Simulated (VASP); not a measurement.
Write the native input for VASP 6.6.1 that does the following.

| Property | Result |
| --- | --- |
| Task | single point |
| Functional | PBE |
| Potentials or basis | VASP PAW PBE potentials, release 64 (K_sv, Pr_3, Br), 4f in core |
| Cutoff | 500 eV |
| k mesh | 6 × 6 × 4 |
| Occupations | gaussian, width 0.02 eV |
| Spin | no spin polarisation |
| Dipole correction | no |
| Further INCAR settings | ALGO = Normal; EDIFF = 1e-06; NBANDS = 33 |

The structure of KPrBr4 lies in POSCAR:

```
KPrBr4
1.0
    5.1858445759      0.0000000000      0.0000000000
    0.0000000000      5.1858445759      0.0000000000
    0.0000000000      0.0000000000      8.0055691661
K Pr Br
1 1 4
Direct
    0.5000000000      0.5000000000      0.5000000000
    0.0000000000      0.0000000000      0.0000000000
    0.5000000000      0.0000000000      0.7813393957
    0.0000000000      0.5000000000      0.2186606043
    0.5000000000      0.0000000000      0.2186606043
    0.0000000000      0.5000000000      0.7813393957
```

One way to write it, as run:

INCAR

```
SYSTEM = KPrBr4
PREC     = Accurate       ! precision mode
ENCUT    = 500            ! plane-wave cutoff, eV
EDIFF    = 1E-6           ! SCF threshold, eV
ISMEAR   = 0              ! smearing method
SIGMA    = 0.02           ! smearing width, eV
LREAL    = .FALSE.        ! projectors in reciprocal space
LASPH    = .TRUE.         ! aspherical terms in the spheres
NELM     = 200            ! most SCF steps
ALGO     = Normal         ! electronic algorithm
ISIF     = 2              ! what is computed and relaxed
LWAVE    = .FALSE.        ! write WAVECAR
LCHARG   = .FALSE.        ! write CHGCAR
GGA      = PE             ! functional
NBANDS   = 33             ! bands
GGA_COMPAT= .FALSE.      
LMAXMIX  = 6              ! l up to which the mixer works
```

KPOINTS

```
Automatic mesh
0
G
  6 6 4
  0 0 0
```

Potentials or basis: VASP PAW PBE potentials, release 64 (K_sv, Pr_3, Br), 4f in core.

Run with:

```sh
$ cat potpaw_PBE.64/K_sv/POTCAR potpaw_PBE.64/Pr_3/POTCAR potpaw_PBE.64/Br/POTCAR > POTCAR
$ mpirun -np 1 vasp_std > vasp.out
```

It gave:

- Pressure: -0.7 GPa
- Largest force: 0.009 eV/Å
- Band gap on the k mesh: 2.66 eV (least direct gap 2.91 eV)

Caveat: spin-orbit coupling is left out, which moves the levels of the heavy elements; the 4f electrons are frozen in the core, so they carry no moment and show no levels.

Run time: 94 s on 1 thread of Intel(R) Xeon(R) 6975P-C (Granite Rapids) (shared host), peak memory 0.42 GiB.
